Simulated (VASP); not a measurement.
# BaTe (R3m) in VASP: a series of runs

BaTe is run at these levels: PBE, r2SCAN; tasks: single point.

All numbers are computed with VASP 6.6.1; they aren't measurements. Logs are shortened: lines on timing, memory, paths and dates and some standing lists are left out, and cuts for length are marked.

## Step 1: The cell of the first run

The structure is trigonal, space group R3m (No. 160). The conventional cell has a = 5.535 Å, b = 5.535 Å, c = 14.345 Å, α = 90.00°, β = 90.00°, γ = 120.00°. Within 4.5 Å of Ba (site symmetry 3m) lie 4 Te at 3.45 to 3.49 Å. Within 4.5 Å of Te (site symmetry 3m) lie 4 Ba at 3.45 to 3.49 Å.

## Step 2: Single point, PBE (strain along [111] +5.8%)

INCAR reads:

```
SYSTEM = BaTe
  PREC = Accurate
  ENCUT = 520
  EDIFF = 1E-7
  ISMEAR = -1
  SIGMA = 0.02
  LREAL = .FALSE.
  LASPH = .TRUE.
  NELM = 60
  ALGO = Normal
  ISIF = 2
  LWAVE = .FALSE.
  LCHARG = .FALSE.
  GGA = PE
  NBANDS = 15
```

KPOINTS reads:

```
regular mesh
0
G
  6 6 6
  0 0 0
```

POSCAR reads:

```
BaTe
1.0
    0.1513474688      4.0655061454      4.0655061454
    4.0655061454      0.1513474688      4.0655061454
    4.0655061454      4.0655061454      0.1513474688
Ba Te
1 1
Direct
    0.0032527277      0.0032527277      0.0032527277
    0.2467472723      0.2467472723      0.2467472723
```

Potentials or basis: VASP PAW PBE potentials, release 64 (Ba_sv, Te).

Command:

```
> cat potpaw_PBE.64/Ba_sv/POTCAR potpaw_PBE.64/Te/POTCAR > POTCAR
> mpirun -np 1 vasp_std > vasp.out
```

OUTCAR:

```text
SYSTEM = BaTe
   PREC = Accurate
   ENCUT = 520
   EDIFF = 1E-7
   ISMEAR = -1
   LREAL = .FALSE.
   LASPH = .TRUE.
   NELM = 60
   ISIF = 2
   GGA = PE

 ion  position               nearest neighbor table
   1  0.003  0.003  0.003-   2 3.45   2 3.45   2 3.45   2 3.49
   2  0.247  0.247  0.247-   1 3.45   1 3.45   1 3.45   1 3.49

  LATTYP: Found a trigonal (rhomboedric) cell.
 ALAT       =     5.7514855901
 COS(alpha) =     0.5368552098

  Lattice vectors:

 A1 = (   0.1513474688,   4.0655061454,   4.0655061454)
 A2 = (   4.0655061454,   0.1513474688,   4.0655061454)
 A3 = (   4.0655061454,   4.0655061454,   0.1513474688)

Analysis of symmetry for initial positions (statically):
=====================================================================
 Subroutine PRICEL returns:
 Original cell was already a primitive cell.

 Routine SETGRP: Setting up the symmetry group for a
 trigonal (rhombohedral) supercell.

 Subroutine GETGRP returns: Found  6 space group operations
 (whereof  6 operations were pure point group operations)
 out of a pool of 12 trial point group operations.

The static configuration has the point symmetry C_3v.

Analysis of symmetry for dynamics (positions and initial velocities):
=====================================================================
 Subroutine PRICEL returns:
 Original cell was already a primitive cell.

 Routine SETGRP: Setting up the symmetry group for a
 trigonal (rhombohedral) supercell.

 Subroutine GETGRP returns: Found  6 space group operations
 (whereof  6 operations were pure point group operations)
 out of a pool of 12 trial point group operations.

The dynamic configuration has the point symmetry C_3v.

 Subroutine INISYM returns: Found  6 space group operations
 (whereof  6 operations are pure point group operations),
 and found     1 'primitive' translations

----------------------------------------------------------------------------------------

                                     Primitive cell

  volume of cell :     126.8910

  direct lattice vectors                    reciprocal lattice vectors
     0.151347469  4.065506145  4.065506145    -0.130075650  0.125407094  0.125407094
     4.065506145  0.151347469  4.065506145     0.125407094 -0.130075650  0.125407094
     4.065506145  4.065506145  0.151347469     0.125407094  0.125407094 -0.130075650

  length of vectors
     5.751485590  5.751485590  5.751485590     0.219939885  0.219939885  0.219939885

  position of ions in fractional coordinates (direct lattice)
     0.003252728  0.003252728  0.003252728
     0.246747272  0.246747272  0.246747272

  ion indices of the primitive-cell ions
   primitive index   ion index
                 1           1
                 2           2

----------------------------------------------------------------------------------------

 KPOINTS: regular mesh

Automatic generation of k-mesh.
 Grid dimensions read from file:
 generate k-points for:    6    6    6

 Generating k-lattice:

  Cartesian coordinates                     Fractional coordinates (reciprocal lattice)
    -0.021679275  0.020901182  0.020901182     0.166666667 -0.000000000 -0.000000000
     0.020901182 -0.021679275  0.020901182    -0.000000000  0.166666667 -0.000000000
     0.020901182  0.020901182 -0.021679275    -0.000000000 -0.000000000  0.166666667

  Length of vectors
     0.036656648  0.036656648  0.036656648

  Shift w.r.t. Gamma in fractional coordinates (k-lattice)
     0.000000000  0.000000000  0.000000000

 Subroutine IBZKPT returns following result:
 ===========================================

 Found     32 irreducible k-points:

 Following reciprocal coordinates:
            Coordinates               Weight
  0.000000  0.000000  0.000000      1.000000
  0.166667 -0.000000 -0.000000      6.000000
  0.333333  0.000000  0.000000      6.000000
  0.500000  0.000000  0.000000      3.000000
  0.166667  0.166667 -0.000000      6.000000
  0.333333  0.166667 -0.000000     12.000000
[... 16 lines left out ...]
  0.500000  0.500000  0.166667      6.000000
 -0.333333  0.500000  0.166667     12.000000
 [... further k-points ...]
   k-points           NKPTS =     32   k-points in BZ     NKDIM =     32   number of bands    NBANDS=     15
   number of dos      NEDOS =    301   number of ions     NIONS =      2
   total plane-waves  NPLWV = 110592
   dimension x,y,z NGX =    48 NGY =   48 NGZ =   48
   dimension x,y,z NGXF=    96 NGYF=   96 NGZF=   96
   ions per type =               1   1
   NGX,Y,Z   is equivalent  to a cutoff of  13.87, 13.87, 13.87 a.u.
   NGXF,Y,Z  is equivalent  to a cutoff of  27.75, 27.75, 27.75 a.u.
 SYSTEM =  BaTe
   PREC   = accura    normal or accurate (medium, high low for compatibility)
   ISTART =      0    job   : 0-new  1-cont  2-samecut
   ICHARG =      2    charge: 1-file 2-atom 10-const
   ISPIN  =      1    spin polarized calculation?
   LNONCOLLINEAR =      F non collinear calculations
   LSORBIT =      F    spin-orbit coupling
   LASPH  =      T    aspherical Exc in radial PAW
   ENCUT  =  520.0 eV  38.22 Ry    6.18 a.u.  10.69 10.69 10.69*2*pi/ulx,y,z
   NELM   =     60;   NELMIN=  2; NELMDL= -5     # of ELM steps
   EDIFF  = 0.1E-06   stopping-criterion for ELM
   LREAL  =      F    real-space projection
   EDIFFG = 0.1E-05   stopping-criterion for IOM
   NSW    =      0    number of steps for IOM
   IBRION =     -1    ionic relax: 0-MD 1-quasi-New 2-CG
   NFREE  =      0    steps in history (QN), initial steepest desc. (CG)
   ISIF   =      2    stress and relaxation
   ISYM   =      2    0-nonsym 1-usesym 2-fastsym
   POTIM  = 0.5000    time-step for ionic-motion
   TEBEG  =    0.0;   TEEND  =   0.0 temperature during run
   PSTRESS=    0.0 pullay stress
   NELECT =      16.0000    total number of electrons
   NUPDOWN=      -1.0000    fix difference up-down
   EMIN   =  10.00;   EMAX   =-10.00  energy-range for DOS
   EFERMI =   0.00;   METHOD = LEGACY
   ISMEAR =    -1;   SIGMA  =   0.02  broadening in eV -4-tet -1-fermi 0-gaus
   EFERMI_NEDOS =   21; number of points for ismear=-14 and -15
   IALGO  =     38    algorithm
   IMIX   =      4    mixing-type and parameters
     AMIX     =   0.40;   BMIX     =  1.00
     AMIX_MAG =   1.60;   BMIX_MAG =  1.00
  volume/ion in A,a.u.               =      63.45       428.15
  Fermi-wavevector in a.u.,A,eV,Ry     =   0.820927  1.551327  9.169252  0.673921
  Thomas-Fermi vector in A             =   1.931996
   LORBIT       =      0    0 simple, 1 ext, 2 COOP (PROOUT), +10 PAW based schemes
   GGA     = PE    functional components
   LHFCALC =     F    Hartree Fock is set to
   AEXX    =    0.0000 exact exchange contribution
   IVDW    =     0    specifies the selected vdW correction
   LEPSILON=     F    determine dielectric tensor
   LRPA    =     F    only Hartree local field effects (RPA)
 non-spin polarized calculation
  energy-cutoff  :      520.00
  volume of cell :      126.89
 maximum number of plane-waves:      3437
 NGX is ok and might be reduce to    48
   NGX = 21   NGY = 21   NGZ = 21

 number of electron      16.0000000 magnetization

 Free energy of the ion-electron system (eV)
  ---------------------------------------------------
  ext. energy  EPLUGINS =         0.00000000
  ---------------------------------------------------
  free energy    TOTEN  =        -8.06930224 eV

  energy without entropy =       -8.06930224  energy(sigma->0) =       -8.06930224

 E-fermi :   0.2777     XC(G=0):  -6.4965

 val. band max:       -0.1639492019   @ k =   0.5000   0.5000  -0.0000
 cond. band min:       2.2873229537   @ k =   0.0000   0.0000   0.0000
 fundamental gap:      2.4512721556
 Fermi energy:         0.2776976691

 k-point     1 :       0.0000    0.0000    0.0000
  band No.  band energies     occupation
      1     -27.2687      2.00000
      2     -12.4381      2.00000
      3     -12.4381      2.00000
      4     -12.4316      2.00000
      5      -8.8481      2.00000
      6      -0.6407      2.00000
      7      -0.5119      2.00000
      8      -0.5119      2.00000
      9       2.2873      0.00000
     10       3.8565      0.00000
     11       3.8565      0.00000
     12       5.6242      0.00000
     13       5.6242      0.00000
     14       5.8018      0.00000
     15       6.9009      0.00000

 k-point     2 :       0.1667   -0.0000   -0.0000
  band No.  band energies     occupation
      1     -27.2681      2.00000
      2     -12.4706      2.00000
      3     -12.4414      2.00000
      4     -12.4337      2.00000
      5      -8.7945      2.00000
      6      -0.6786      2.00000
      7      -0.5664      2.00000
      8      -0.4788      2.00000
      9       2.8066      0.00000
     10       3.7127      0.00000
     11       3.7825      0.00000
     12       5.3211      0.00000
     13       5.8570      0.00000
     14       5.8753      0.00000
     15       6.5370      0.00000

 k-point     3 :       0.3333    0.0000    0.0000
  band No.  band energies     occupation
      1     -27.2668      2.00000
      2     -12.5322      2.00000
      3     -12.4480      2.00000
      4     -12.4385      2.00000
      5      -8.6916      2.00000
      6      -0.8072      2.00000
      7      -0.4806      2.00000
      8      -0.4208      2.00000
      9       3.5941      0.00000
     10       3.6914      0.00000
     11       3.9031      0.00000
     12       4.5921      0.00000
     13       5.3275      0.00000
     14       5.5684      0.00000
     15       6.0953      0.00000

 k-point     4 :       0.5000    0.0000    0.0000
  band No.  band energies     occupation
      1     -27.2662      2.00000
      2     -12.5618      2.00000
      3     -12.4512      2.00000
      4     -12.4408      2.00000
      5      -8.6422      2.00000
      6      -0.8214      2.00000
      7      -0.4379      2.00000
      8      -0.3963      2.00000
      9       3.6911      0.00000
     10       3.8793      0.00000
     11       4.2238      0.00000
     12       4.2249      0.00000
     13       4.7786      0.00000
     14       5.0049      0.00000
     15       6.9538      0.00000
[... 307 lines left out ...]
 k-point    22 :      -0.1667    0.3333    0.1667
  band No.  band energies     occupation
      1     -27.2660      2.00000
      2     -12.5517      2.00000
      3     -12.4662      2.00000
      4     -12.4476      2.00000
      5      -8.6225      2.00000
      6      -0.8610      2.00000
      7      -0.4556      2.00000
      8      -0.3191      2.00000
      9       3.0673      0.00000
     10       3.7040      0.00000
     11       4.2990      0.00000
     12       4.9524      0.00000
     13       5.1678      0.00000
     14       5.4843      0.00000
     15       6.6579      0.00000

 k-point    23 :       0.5000    0.5000    0.1667
  band No.  band energies     occupation
      1     -27.2659      2.00000
      2     -12.5610      2.00000
      3     -12.4639      2.00000
      4     -12.4589      2.00000
      5      -8.5852      2.00000
      6      -0.9692      2.00000
      7      -0.3498      2.00000
      8      -0.2095      2.00000
      9       2.7757      0.00000
     10       3.6507      0.00000
     11       4.2923      0.00000
     12       4.9194      0.00000
     13       5.1157      0.00000
     14       5.7422      0.00000
     15       7.0411      0.00000

 k-point    24 :      -0.3333    0.5000    0.1667
  band No.  band energies     occupation
      1     -27.2656      2.00000
      2     -12.5676      2.00000
      3     -12.4705      2.00000
      4     -12.4595      2.00000
      5      -8.5703      2.00000
      6      -0.8829      2.00000
      7      -0.4464      2.00000
      8      -0.1935      2.00000
      9       2.7284      0.00000
     10       3.5290      0.00000
     11       4.4231      0.00000
     12       4.7139      0.00000
     13       5.3010      0.00000
     14       6.5358      0.00000
     15       6.6969      0.00000

 [... further k-points ...]

------------------------ aborting loop because EDIFF is reached ----------------------------------------

  FORCE on cell =-STRESS in cart. coord.  units (eV):
  Direction    XX          YY          ZZ          XY          YZ          ZX
  --------------------------------------------------------------------------------------
  -------------------------------------------------------------------------------------
  Total       -0.6335371     -0.6335371     -0.6335371     -0.1655080     -0.1655080     -0.1655080
  in kB       -7.9992949     -7.9992949     -7.9992949     -2.0897704     -2.0897704     -2.0897704
  external PRESSURE =      -7.9992949 kB  Pullay stress =       0.0000000 kB

 VOLUME and BASIS-vectors are now :
 -----------------------------------------------------------------------------
  energy-cutoff  :      520.00
  volume of cell :      126.89
      direct lattice vectors                 reciprocal lattice vectors
     0.151347469  4.065506145  4.065506145    -0.130075650  0.125407094  0.125407094
     4.065506145  0.151347469  4.065506145     0.125407094 -0.130075650  0.125407094
     4.065506145  4.065506145  0.151347469     0.125407094  0.125407094 -0.130075650

 POSITION                                       TOTAL-FORCE (eV/Angst)
 -----------------------------------------------------------------------------------
      0.02694      0.02694      0.02694         0.001425      0.001425      0.001425
      2.04365      2.04365      2.04365        -0.001425     -0.001425     -0.001425
 -----------------------------------------------------------------------------------
    total drift:                               -0.000034     -0.000034     -0.000034

  FREE ENERGIE OF THE ION-ELECTRON SYSTEM (eV)
  ---------------------------------------------------
  free  energy   TOTEN  =        -8.0693022415 eV

  energy  without entropy=       -8.0693022415  energy(sigma->0) =       -8.06930224
```

It took 46 s on 1 thread of Intel Xeon 6975P-C (Granite Rapids), shared host; peak memory 0.34 GiB.

Results:

```yaml
Free_energy: -8.0693 eV
Pressure: -0.8 GPa
Band_gap_on_the_k_mesh: 2.45 eV, indirect (least direct gap 2.80 eV)
```

Forces in eV/Å, atoms in the order of the input:
```
Ba   0.001  0.001  0.001
Te  -0.001 -0.001 -0.001
```

Caveat: the cell differs from its parent crystal (strain along [111] +5.8%); spin-orbit coupling is left out, which moves the levels of the heavy elements. A k mesh can miss the band edges.

(Part 1 of 2 ends here.)
